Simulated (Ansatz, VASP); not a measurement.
**Two plane-wave programs on GaN**

File INCAR:

```
ALGO = Normal
EDIFF = 1E-6
ENCUT = 520
GGA = PE
ISIF = 2
ISMEAR = 0
LASPH = T
LCHARG = F
LREAL = F
LWAVE = F
NBANDS = 46
NELM = 60
PREC = Accurate
SIGMA = 0.05
```

KPOINTS

```
k-points
0
Gamma
  10 10 3
```

POSCAR

```
GaN
1.0
   -3.2184289111      0.0000000000      0.0000000000
   -1.6092144555     -2.7872411973      0.0000000000
   -0.3218428911      0.0000000000     10.4860608832
Ga N
4 4
Direct
    0.3177517490      0.3333333333      0.1558158435
    0.2677517490      0.3333333333      0.6558158435
    0.5760850823      0.6666666667      0.9058158435
    0.6260850823      0.6666666667      0.4058158435
    0.2489149177      0.3333333333      0.8441841565
    0.2989149177      0.3333333333      0.3441841565
    0.6572482510      0.6666666667      0.0941841565
    0.6072482510      0.6666666667      0.5941841565
```

Input for Ansatz:

```yaml
crystal:
  lattice:
    - [-3.2184289111, 0.0, 0.0]
    - [-1.6092144555, -2.7872411973, 0.0]
    - [-0.3218428911, 0.0, 10.4860608832]
  atoms:
    - { symbol: Ga, position: [0.317751749, 0.3333333333, 0.1558158435] }
    - { symbol: Ga, position: [0.267751749, 0.3333333333, 0.6558158435] }
    - { symbol: Ga, position: [0.5760850823, 0.6666666667, 0.9058158435] }
    - { symbol: Ga, position: [0.6260850823, 0.6666666667, 0.4058158435] }
    - { symbol: "N", position: [0.2489149177, 0.3333333333, 0.8441841565] }
    - { symbol: "N", position: [0.2989149177, 0.3333333333, 0.3441841565] }
    - { symbol: "N", position: [0.657248251, 0.6666666667, 0.0941841565] }
    - { symbol: "N", position: [0.607248251, 0.6666666667, 0.5941841565] }
basis:
  ecutwfc: 420
kpoints:
  mp_grid: { grid: [10, 10, 3] }
hamiltonian:
  xc: pbe
scf:
  occupations: { method: gaussian, width: 0.05 }
output:
  forces: true
  stress: true
  eigenvalues: true
```

Alike in both runs: task single point; functional PBE; k mesh 10 × 10 × 3; occupations gaussian, width 0.05 eV; no spin polarisation.

|  | VASP | Ansatz |
| --- | --- | --- |
| version | VASP 6.6.1 | Ansatz 0.2.0 |
| potentials or method | VASP PAW PBE potentials, release 64 (Ga_d, N), cutoff 520 eV | scalar-relativistic, plane waves, PAW |
| valence electrons in the cell | 72 | 72 |

```tsv
	VASP	Ansatz	Ansatz less VASP
gap on the k mesh at the Fermi level (eV)	1.60	1.60	-0.005
least direct gap on the mesh (eV)	1.60	1.60	-0.005
pressure (GPa)	-0.1	-0.2	-0.12
traceless stress, the component that is largest in VASP (GPa)	2.49	2.49	-0.002
rms of the force components (eV/Å)	0.138	0.138	+0.0006
```

Atom by atom the forces differ by 0.001 eV/Å (rms over components).
